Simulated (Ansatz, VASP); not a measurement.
K2S in VASP and in Ansatz

File INCAR:

```
ALGO = Normal
EDIFF = 1E-6
ENCUT = 500
GGA = RE
GGA_COMPAT = False
ISIF = 2
ISMEAR = 0
IVDW = 13
LASPH = True
LCHARG = False
LREAL = False
LWAVE = False
NBANDS = 19
NELM = 120
PREC = Accurate
SIGMA = 0.05
```

KPOINTS

```
k-points
0
Gamma
  6 6 6
```

File POSCAR:

```
K2S
1.0
    0.0000000000      3.7765993334      3.7765993334
    3.7765993334      0.0000000000      3.7765993334
    3.7765993334      3.7765993334      0.0000000000
K S
2 1
Direct
    0.2500000000      0.2500000000      0.2500000000
    0.7500000000      0.7500000000      0.7500000000
    0.0000000000      0.0000000000      0.0000000000
```

Input for Ansatz:

```yaml
crystal:
  lattice:
    - [0.0, 3.7765993334, 3.7765993334]
    - [3.7765993334, 0.0, 3.7765993334]
    - [3.7765993334, 3.7765993334, 0.0]
  atoms:
    - { symbol: K, position: [0.25, 0.25, 0.25] }
    - { symbol: K, position: [0.75, 0.75, 0.75] }
    - { symbol: S, position: [0.0, 0.0, 0.0] }
basis:
  ecutwfc: 420
  ecutrho_ratio: 4
kpoints:
  mp_grid: { grid: [6, 6, 6] }
hamiltonian:
  xc: revpbe
  dispersion: d4
scf:
  occupations: { method: gaussian, width: 0.05 }
output:
  forces: true
  stress: true
  eigenvalues: true
```

Alike in both runs: task single point; functional revPBE; dispersion D4; k mesh 6 × 6 × 6; occupations gaussian, width 0.05 eV; no spin polarisation.

|  | VASP | Ansatz |
| --- | --- | --- |
| version | VASP 6.6.1 | Ansatz 0.2.0 |
| potentials or method | VASP PAW PBE potentials, release 64 (K_sv, S), cutoff 500 eV | scalar-relativistic, plane waves, PAW |
| valence electrons in the cell | 24 | 24 |

```tsv
	VASP	Ansatz	Ansatz less VASP
gap on the k mesh at the Fermi level (eV)	2.46	2.46	0.000
least direct gap on the mesh (eV)	2.60	2.60	+0.001
pressure (GPa)	-0.3	-0.3	-0.02
```

VASP's potentials were made for PBE, not for revPBE.
